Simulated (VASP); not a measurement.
# ZrB6 (Pm-3m) in VASP: single point with r2SCAN

Aim: the single point of ZrB6 with r2SCAN.

All numbers are computed with VASP 6.6.1; they aren't measurements. Logs are shortened: lines on timing, memory, paths and dates and some standing lists are left out, and cuts for length are marked.

## 1. The cell of the first run

Symmetry: Pm-3m, No. 221, cubic system. Conventional cell: a = 3.819 Å, b = 3.819 Å, c = 3.819 Å, α = 90.00°, β = 90.00°, γ = 90.00°. B (site symmetry 4mm) has 5 B at 1.50 to 1.64 Å within 2.0 Å. Zr (site symmetry m-3m) has 24 B at 2.80 Å and 6 Zr at 3.82 Å within 3.9 Å.

## 2. Single point, r2SCAN

Input file POSCAR:

```
ZrB6
1.0
    3.8189020000      0.0000000000      0.0000000000
    0.0000000000      3.8189020000      0.0000000000
    0.0000000000      0.0000000000      3.8189020000
B Zr
6 1
Direct
    0.1970000000      0.5000000000      0.5000000000
    0.5000000000      0.1970000000      0.5000000000
    0.8030000000      0.5000000000      0.5000000000
    0.5000000000      0.8030000000      0.5000000000
    0.5000000000      0.5000000000      0.1970000000
    0.5000000000      0.5000000000      0.8030000000
    0.0000000000      0.0000000000      0.0000000000
```

Input file INCAR.step1:

```
PREC = Accurate ; ENCUT = 1350
ISMEAR = -1 ; SIGMA = 0.1
LREAL = F ; LASPH = T
NELM = 120 ; NBANDS = 24
GGA = PE ; ALGO = Normal
EDIFF = 1E-5 ; LWAVE = T
LCHARG = F ; GGA_COMPAT = F
```

Input file INCAR.step2:

```
PREC = Accurate ; ENCUT = 1350
EDIFF = 1E-6 ; ISMEAR = -1
SIGMA = 0.1 ; LREAL = F
LASPH = T ; NELM = 120
ALGO = Normal ; ISIF = 2
LWAVE = F ; LCHARG = F
METAGGA = R2SCAN ; LMIXTAU = T
NBANDS = 24 ; ISTART = 1
GGA_COMPAT = F
```

Input file KPOINTS:

```
Automatic mesh
0
Gamma
  9 9 9
```

Potentials or basis: VASP PAW PBE potentials, release 64 (B_h, Zr_sv).

Launch:

```
$ cat potpaw_PBE.64/B_h/POTCAR potpaw_PBE.64/Zr_sv/POTCAR > POTCAR
$ cp INCAR.step1 INCAR
$ mpirun -np 1 vasp_std > vasp.out
$ cp INCAR.step2 INCAR
$ mpirun -np 1 vasp_std > vasp.out
```

OUTCAR:

```text
PREC = Accurate
   ENCUT = 1350
   EDIFF = 1E-6
   ISMEAR = -1
   LREAL = F
   LASPH = T
   NELM = 120
   ISIF = 2
   METAGGA = R2SCAN
   ISTART = 1

 ion  position               nearest neighbor table
   1  0.197  0.500  0.500-
   2  0.500  0.197  0.500-
   3  0.803  0.500  0.500-
   4  0.500  0.803  0.500-
   5  0.500  0.500  0.197-
   6  0.500  0.500  0.803-
   7  0.000  0.000  0.000-

  LATTYP: Found a simple cubic cell.
 ALAT       =     3.8189020000

  Lattice vectors:

 A1 = (   3.8189020000,   0.0000000000,   0.0000000000)
 A2 = (   0.0000000000,   3.8189020000,   0.0000000000)
 A3 = (   0.0000000000,   0.0000000000,   3.8189020000)

Analysis of symmetry for initial positions (statically):
=====================================================================
 Subroutine PRICEL returns:
 Original cell was already a primitive cell.

 Routine SETGRP: Setting up the symmetry group for a
 simple cubic supercell.

 Subroutine GETGRP returns: Found 48 space group operations
 (whereof 48 operations were pure point group operations)
 out of a pool of 48 trial point group operations.

The static configuration has the point symmetry O_h .

Analysis of symmetry for dynamics (positions and initial velocities):
=====================================================================
 Subroutine PRICEL returns:
 Original cell was already a primitive cell.

 Routine SETGRP: Setting up the symmetry group for a
 simple cubic supercell.

 Subroutine GETGRP returns: Found 48 space group operations
 (whereof 48 operations were pure point group operations)
 out of a pool of 48 trial point group operations.

The dynamic configuration has the point symmetry O_h .

 Subroutine INISYM returns: Found 48 space group operations
 (whereof 48 operations are pure point group operations),
 and found     1 'primitive' translations

----------------------------------------------------------------------------------------

                                     Primitive cell

  volume of cell :      55.6949

  direct lattice vectors                    reciprocal lattice vectors
     3.818902000  0.000000000  0.000000000     0.261855371  0.000000000  0.000000000
     0.000000000  3.818902000  0.000000000     0.000000000  0.261855371  0.000000000
     0.000000000  0.000000000  3.818902000     0.000000000  0.000000000  0.261855371

  length of vectors
     3.818902000  3.818902000  3.818902000     0.261855371  0.261855371  0.261855371

  position of ions in fractional coordinates (direct lattice)
     0.197000000  0.500000000  0.500000000
     0.500000000  0.197000000  0.500000000
     0.803000000  0.500000000  0.500000000
     0.500000000  0.803000000  0.500000000
     0.500000000  0.500000000  0.197000000
     0.500000000  0.500000000  0.803000000
     0.000000000  0.000000000  0.000000000

  ion indices of the primitive-cell ions
   primitive index   ion index
                 1           1
                 2           2
                 3           3
                 4           4
                 5           5
                 6           6
                 7           7

----------------------------------------------------------------------------------------

 KPOINTS: Automatic mesh

Automatic generation of k-mesh.
 Grid dimensions read from file:
 generate k-points for:    9    9    9

 Generating k-lattice:

  Cartesian coordinates                     Fractional coordinates (reciprocal lattice)
     0.029095041  0.000000000  0.000000000     0.111111111  0.000000000  0.000000000
     0.000000000  0.029095041  0.000000000     0.000000000  0.111111111  0.000000000
     0.000000000  0.000000000  0.029095041     0.000000000  0.000000000  0.111111111

  Length of vectors
     0.029095041  0.029095041  0.029095041

  Shift w.r.t. Gamma in fractional coordinates (k-lattice)
     0.000000000  0.000000000  0.000000000

 Subroutine IBZKPT returns following result:
 ===========================================

 Found     35 irreducible k-points:

 Following reciprocal coordinates:
            Coordinates               Weight
  0.000000  0.000000  0.000000      1.000000
  0.111111  0.000000  0.000000      6.000000
  0.222222  0.000000  0.000000      6.000000
  0.333333  0.000000  0.000000      6.000000
  0.444444  0.000000  0.000000      6.000000
  0.111111  0.111111  0.000000     12.000000
[... 16 lines left out ...]
  0.333333  0.333333  0.111111     24.000000
  0.444444  0.333333  0.111111     48.000000
 [... further k-points ...]
   k-points           NKPTS =     35   k-points in BZ     NKDIM =     35   number of bands    NBANDS=     24
   number of dos      NEDOS =    301   number of ions     NIONS =      7
   total plane-waves  NPLWV = 110592
   dimension x,y,z NGX =    48 NGY =   48 NGZ =   48
   dimension x,y,z NGXF=    96 NGYF=   96 NGZF=   96
   ions per type =               6   1
   NGX,Y,Z   is equivalent  to a cutoff of  20.90, 20.90, 20.90 a.u.
   NGXF,Y,Z  is equivalent  to a cutoff of  41.79, 41.79, 41.79 a.u.
 SYSTEM =  unknown system
   PREC   = accura    normal or accurate (medium, high low for compatibility)
   ISTART =      1    job   : 0-new  1-cont  2-samecut
   ICHARG =      0    charge: 1-file 2-atom 10-const
   ISPIN  =      1    spin polarized calculation?
   LNONCOLLINEAR =      F non collinear calculations
   LSORBIT =      F    spin-orbit coupling
   LASPH  =      T    aspherical Exc in radial PAW
   ENCUT  = 1350.0 eV  99.22 Ry    9.96 a.u.  11.44 11.44 11.44*2*pi/ulx,y,z
   NELM   =    120;   NELMIN=  2; NELMDL=  0     # of ELM steps
   EDIFF  = 0.1E-05   stopping-criterion for ELM
   LREAL  =      F    real-space projection
[... 7 lines left out ...]
   TEBEG  =    0.0;   TEEND  =   0.0 temperature during run
   PSTRESS=    0.0 pullay stress
   NELECT =      30.0000    total number of electrons
   NUPDOWN=      -1.0000    fix difference up-down
   EMIN   =  10.00;   EMAX   =-10.00  energy-range for DOS
   EFERMI =   0.00;   METHOD = LEGACY
   ISMEAR =    -1;   SIGMA  =   0.10  broadening in eV -4-tet -1-fermi 0-gaus
   EFERMI_NEDOS =   21; number of points for ismear=-14 and -15
   IALGO  =     38    algorithm
   IMIX   =      4    mixing-type and parameters
     AMIX     =   0.40;   BMIX     =  1.00
     AMIX_MAG =   1.60;   BMIX_MAG =  1.00
  volume/ion in A,a.u.               =       7.96        53.69
  Fermi-wavevector in a.u.,A,eV,Ry     =   1.332018  2.517149 24.140433  1.774272
  Thomas-Fermi vector in A             =   2.460985
   LORBIT       =      0    0 simple, 1 ext, 2 COOP (PROOUT), +10 PAW based schemes
   METAGGA = R2SCAN    functional components
   LHFCALC =     F    Hartree Fock is set to
   AEXX    =    0.0000 exact exchange contribution
   IVDW    =     0    specifies the selected vdW correction
   LEPSILON=     F    determine dielectric tensor
   LRPA    =     F    only Hartree local field effects (RPA)
 non-spin polarized calculation
  energy-cutoff  :     1350.00
  volume of cell :       55.69
 maximum number of plane-waves:      6311
 NGX is ok and might be reduce to    48
   NGX = 23   NGY = 23   NGZ = 23

 number of electron      30.0000000 magnetization

 Free energy of the ion-electron system (eV)
  ---------------------------------------------------
  ext. energy  EPLUGINS =         0.00000000
  ---------------------------------------------------
  free energy    TOTEN  =       -66.08366591 eV

  energy without entropy =      -66.03741977  energy(sigma->0) =      -66.06054284

 E-fermi :  11.8628     XC(G=0): -13.1218

 val. band max:       11.8080749563   @ k =   0.4444   0.3333   0.2222
 cond. band min:      11.8704361948   @ k =   0.1111   0.0000   0.0000
 fundamental gap:      0.0623612385
 Fermi energy:        11.8627806350

 k-point     1 :       0.0000    0.0000    0.0000
  band No.  band energies     occupation
      1     -40.9597      2.00000
      2     -18.2461      2.00000
      3     -18.2461      2.00000
      4     -18.2461      2.00000
      5      -7.1896      2.00000
      6       1.1504      2.00000
[... 16 lines left out ...]
     23      17.5404      0.00000
     24      19.0719      0.00000

 k-point     2 :       0.1111    0.0000    0.0000
  band No.  band energies     occupation
      1     -40.9590      2.00000
      2     -18.2607      2.00000
      3     -18.2444      2.00000
      4     -18.2444      2.00000
      5      -7.1292      2.00000
      6       0.5940      2.00000
[... 16 lines left out ...]
     23      16.9961      0.00000
     24      19.5983      0.00000

 k-point     3 :       0.2222    0.0000    0.0000
  band No.  band energies     occupation
      1     -40.9574      2.00000
      2     -18.2976      2.00000
      3     -18.2401      2.00000
      4     -18.2401      2.00000
      5      -6.9666      2.00000
      6      -0.3628      2.00000
[... 16 lines left out ...]
     23      16.2089      0.00000
     24      20.2353      0.00000

 k-point     4 :       0.3333    0.0000    0.0000
  band No.  band energies     occupation
      1     -40.9556      2.00000
      2     -18.3391      2.00000
      3     -18.2353      2.00000
      4     -18.2353      2.00000
      5      -6.7608      2.00000
      6      -1.1644      2.00000
[... 16 lines left out ...]
     23      16.3504      0.00000
     24      19.4237      0.00000

 k-point     5 :       0.4444    0.0000    0.0000
  band No.  band energies     occupation
      1     -40.9543      2.00000
      2     -18.3659      2.00000
      3     -18.2321      2.00000
      4     -18.2321      2.00000
      5      -6.6104      2.00000
      6      -1.6218      2.00000
[... 16 lines left out ...]
     23      17.4372      0.00000
     24      18.2586      0.00000

 k-point     6 :       0.1111    0.1111    0.0000
  band No.  band energies     occupation
      1     -40.9584      2.00000
      2     -18.2600      2.00000
      3     -18.2579      2.00000
      4     -18.2427      2.00000
      5      -7.0721      2.00000
      6       0.4180      2.00000
[... 16 lines left out ...]
     23      17.0477      0.00000
     24      18.9322      0.00000
[... 379 lines left out ...]
 k-point    21 :       0.3333    0.2222    0.1111
  band No.  band energies     occupation
      1     -40.9527      2.00000
      2     -18.3284      2.00000
      3     -18.2822      2.00000
      4     -18.2431      2.00000
      5      -6.6003      2.00000
      6      -0.7770      2.00000
[... 16 lines left out ...]
     23      17.7668      0.00000
     24      19.6528      0.00000

 k-point    22 :       0.4444    0.2222    0.1111
  band No.  band energies     occupation
      1     -40.9515      2.00000
      2     -18.3542      2.00000
      3     -18.2783      2.00000
      4     -18.2398      2.00000
      5      -6.4931      2.00000
      6      -1.1494      2.00000
[... 16 lines left out ...]
     23      18.1073      0.00000
     24      20.1268      0.00000

 k-point    23 :       0.3333    0.3333    0.1111
  band No.  band energies     occupation
      1     -40.9508      2.00000
      2     -18.3232      2.00000
      3     -18.3196      2.00000
      4     -18.2382      2.00000
      5      -6.4890      2.00000
      6      -0.5961      2.00000
[... 16 lines left out ...]
     23      18.7160      0.00000
     24      19.3944      0.00000

 k-point    24 :       0.4444    0.3333    0.1111
  band No.  band energies     occupation
      1     -40.9497      2.00000
      2     -18.3468      2.00000
      3     -18.3169      2.00000
      4     -18.2350      2.00000
      5      -6.4112      2.00000
      6      -0.7833      2.00000
[... 16 lines left out ...]
     23      19.3051      0.00000
     24      19.8553      0.00000

 [... further k-points ...]

------------------------ aborting loop because EDIFF is reached ----------------------------------------

  FORCE on cell =-STRESS in cart. coord.  units (eV):
  Direction    XX          YY          ZZ          XY          YZ          ZX
  --------------------------------------------------------------------------------------
  -------------------------------------------------------------------------------------
  Total       15.0076945     15.0076945     15.0076945     -0.0000000     -0.0000000     -0.0000000
  in kB      431.7268125    431.7268125    431.7268125     -0.0000000     -0.0000000     -0.0000000
  external PRESSURE =     431.7268125 kB  Pullay stress =       0.0000000 kB

 VOLUME and BASIS-vectors are now :
 -----------------------------------------------------------------------------
  energy-cutoff  :     1350.00
  volume of cell :       55.69
      direct lattice vectors                 reciprocal lattice vectors
     3.818902000  0.000000000  0.000000000     0.261855371  0.000000000  0.000000000
     0.000000000  3.818902000  0.000000000     0.000000000  0.261855371  0.000000000
     0.000000000  0.000000000  3.818902000     0.000000000  0.000000000  0.261855371

 POSITION                                       TOTAL-FORCE (eV/Angst)
 -----------------------------------------------------------------------------------
      0.75232      1.90945      1.90945        -0.467179      0.000000      0.000000
      1.90945      0.75232      1.90945         0.000000     -0.467179      0.000000
      3.06658      1.90945      1.90945         0.467179      0.000000      0.000000
      1.90945      3.06658      1.90945        -0.000000      0.467179      0.000000
      1.90945      1.90945      0.75232         0.000000      0.000000     -0.467179
      1.90945      1.90945      3.06658        -0.000000      0.000000      0.467179
      0.00000      0.00000      0.00000         0.000000      0.000000      0.000000
 -----------------------------------------------------------------------------------
    total drift:                                0.000000     -0.000000     -0.000000

  FREE ENERGIE OF THE ION-ELECTRON SYSTEM (eV)
  ---------------------------------------------------
  free  energy   TOTEN  =       -66.0836659140 eV

  energy  without entropy=      -66.0374197710  energy(sigma->0) =      -66.06054284
```

Wall time 11 min (1 thread of Intel Xeon Platinum 8259CL at 2.50GHz (Skylake/Cascade Lake), shared host); peak memory 0.47 GiB.

What came out:

| Item | Value |
| --- | --- |
| Free energy | -66.0837 eV |
| Pressure | 43.2 GPa |
| Largest force | 0.467 eV/Å |
| Band gap on the k mesh | zero (bands 15 and 16 overlap by 2.09 eV) |

Forces on the atoms (eV/Å):
```
B   -0.467  0.000  0.000
B    0.000 -0.467  0.000
B    0.467  0.000  0.000
B    0.000  0.467  0.000
B    0.000  0.000 -0.467
B    0.000  0.000  0.467
Zr   0.000  0.000  0.000
```

Caveat: the cell stands under pressure; the PAW data sets were made with another functional, which shifts forces and pressure a little.

The gap in the log of VASP goes by the Fermi energy; the results here count the filled bands.